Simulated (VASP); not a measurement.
A run of VASP 6.6.1:

Contents of INCAR:

```
  ALGO = Normal
  EDIFF = 1E-7
  ENCUT = 520
  GGA = PE
  ISIF = 2
  ISMEAR = 0
  LASPH = True
  LCHARG = False
  LREAL = False
  LWAVE = False
  NBANDS = 35
  NELM = 80
  PREC = Accurate
  SIGMA = 0.05
```

The input KPOINTS:

```
k-points
0
Gamma
  9 9 2
```

The input POSCAR:

```
Te2Mo
1.0
   -1.7785332447     -3.0805099428      0.0000000000
    1.7785332447     -3.0805099428      0.0000000000
    0.0000000000      0.0000000000     17.2047171722
Te Mo
4 2
Direct
    0.6666666667      0.6666666667      0.1158549941
    0.3333333333      0.3333333333      0.5577313999
    0.6666666667      0.6666666667      0.3260214116
    0.3333333333      0.3333333333      0.7678978174
    0.6666666667      0.6666666667      0.6628146086
    0.3333333333      0.3333333333      0.2209382029
```

Potentials or basis: VASP PAW PBE potentials, release 64 (Te, Mo_sv).

Run with:

```sh
$ cat potpaw_PBE.64/Te/POTCAR potpaw_PBE.64/Mo_sv/POTCAR > POTCAR
$ mpirun -np 1 vasp_std > vasp.out
```

Hardware: 1 thread of Intel(R) Xeon(R) 6975P-C (Granite Rapids), with other jobs on the host.

Question: How long does it take, and how much memory?

Answer: It took 100 s on 1 thread of Intel(R) Xeon(R) 6975P-C (Granite Rapids), on a shared host, peak memory 0.38 GiB. Counts: scf iterations 18, k points 24.
